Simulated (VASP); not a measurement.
Be3Te4, 7 atoms in the cell. Symmetry: R-3m, No. 166, trigonal system. Conventional cell: a = 3.910 Å, b = 3.910 Å, c = 29.343 Å, α = 90.00°, β = 90.00°, γ = 120.00°. Be (site symmetry 3m) has 5 Te at 2.23 to 2.61 Å within 2.9 Å. Be (site symmetry -3m) has 6 Te at 2.55 Å within 3.4 Å. Within 3.0 Å of Te (site symmetry 3m) lie 4 Be at 2.28 to 2.61 Å. Te (site symmetry 3m) has 4 Be at 2.23 to 2.55 Å within 2.9 Å. The cell was built from a structure type or drawn by symmetry, and may not be a known phase.

```yaml
Program: VASP 6.6.1
Task: relaxation of cell and atoms
Functional: PBE
Potentials_or_basis: VASP PAW PBE potentials, release 64 (Be, Te)
Cutoff: 600 eV
k_mesh: 5 × 5 × 5
Occupations: gaussian, width 0.2 eV
Spin: no spin polarisation
Dipole_correction: no
Further_INCAR_settings: ALGO = Normal; EDIFF = 1e-06; IBRION = 2; EDIFFG = -0.08; NSW = 36; ISIF = 3
```

Potentials or basis: VASP PAW PBE potentials, release 64 (Be, Te).

Run with:

```console
$ cat potpaw_PBE.64/Be/POTCAR potpaw_PBE.64/Te/POTCAR > POTCAR
$ mpirun -np 1 vasp_std > vasp.out
```

Hardware: 1 thread of Intel(R) Xeon(R) 6975P-C (Granite Rapids) (shared host).

Q: Estimate the wall time of this run.

A: Wall time 35 min on 1 thread of Intel(R) Xeon(R) 6975P-C (Granite Rapids), with other jobs on the host, peak memory 1.1 GiB. Counts: scf iterations 174, k points 19, ion steps 19.
